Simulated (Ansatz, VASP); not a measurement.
## One calculation of ZrBr5, two programs

INCAR

```
SYSTEM = ZrBr5
ALGO     = Normal         ! electronic algorithm
EDIFF    = 1E-6           ! SCF threshold, eV
ENCUT    = 520            ! plane-wave cutoff, eV
GGA      = PE             ! functional
ISIF     = 2              ! what is computed and relaxed
ISMEAR   = 0              ! smearing method
LASPH    = .TRUE.         ! aspherical terms in the spheres
LCHARG   = .TRUE.         ! write CHGCAR
LELF     = .TRUE.         ! ELF
LREAL    = .FALSE.        ! projectors in reciprocal space
LVHAR    = .TRUE.       
LWAVE    = .FALSE.        ! write WAVECAR
NBANDS   = 32             ! bands
NELM     = 100            ! most SCF steps
PREC     = Accurate       ! precision mode
SIGMA    = 0.1            ! smearing width, eV
```

KPOINTS

```
k-points
0
G
  4 4 4
  0 0 0
```

Contents of POSCAR:

```
ZrBr5
1.0
    0.0000000000      4.4744004600      4.4744004600
    4.4744004600      0.0000000000      4.4744004600
    4.4744004600      4.4744004600      0.0000000000
Zr Br
1 5
Direct
    0.0000000000      0.0000000000      0.0000000000
    0.3752183100      0.8743450600      0.3752183100
    0.3752183100      0.3752183100      0.3752183100
    0.7500000000      0.7500000000      0.7500000000
    0.8743450600      0.3752183100      0.3752183100
    0.3752183100      0.3752183100      0.8743450600
```

Input for Ansatz:

```yaml
crystal:
  lattice:
    - [0.0, 4.47440046, 4.47440046]
    - [4.47440046, 0.0, 4.47440046]
    - [4.47440046, 4.47440046, 0.0]
  atoms:
    - { symbol: Zr, position: [0.0, 0.0, 0.0] }
    - { symbol: Br, position: [0.37521831, 0.87434506, 0.37521831] }
    - { symbol: Br, position: [0.37521831, 0.37521831, 0.37521831] }
    - { symbol: Br, position: [0.75, 0.75, 0.75] }
    - { symbol: Br, position: [0.87434506, 0.37521831, 0.37521831] }
    - { symbol: Br, position: [0.37521831, 0.37521831, 0.87434506] }
basis:
  ecutwfc: 420
kpoints:
  mp_grid: { grid: [4, 4, 4] }
hamiltonian:
  xc: pbe
scf:
  occupations: { method: gaussian, width: 0.1 }
  lower_state_search: "off"
output:
  forces: true
  stress: true
  eigenvalues: true
```

Change from the starting cell: species swapped into the CaAu5 type (F-43m, No. 216).

Alike in both runs: task single point; functional PBE; k mesh 4 × 4 × 4; occupations gaussian, width 0.1 eV; no spin polarisation.

|  | VASP | Ansatz |
| --- | --- | --- |
| version | VASP 6.6.1 | Ansatz 0.2.0 |
| potentials or method | VASP PAW PBE potentials, release 64 (Zr_sv, Br), cutoff 520 eV | scalar-relativistic, plane waves, PAW |
| valence electrons in the cell | 47 | 47 |

```tsv
	VASP	Ansatz	Ansatz less VASP
gap on the k mesh at the Fermi level (eV)	none	none	-
pressure (GPa)	-4.0	-4.0	-0.01
rms of the force components (eV/Å)	0.041	0.041	+0.0002
```

Atom by atom the forces differ by 0.000 eV/Å (rms over components). A gap of «none» marks a metal or a gap that the smearing closes. The functional is the same, so the differences come from potentials, cutoffs and numerics.
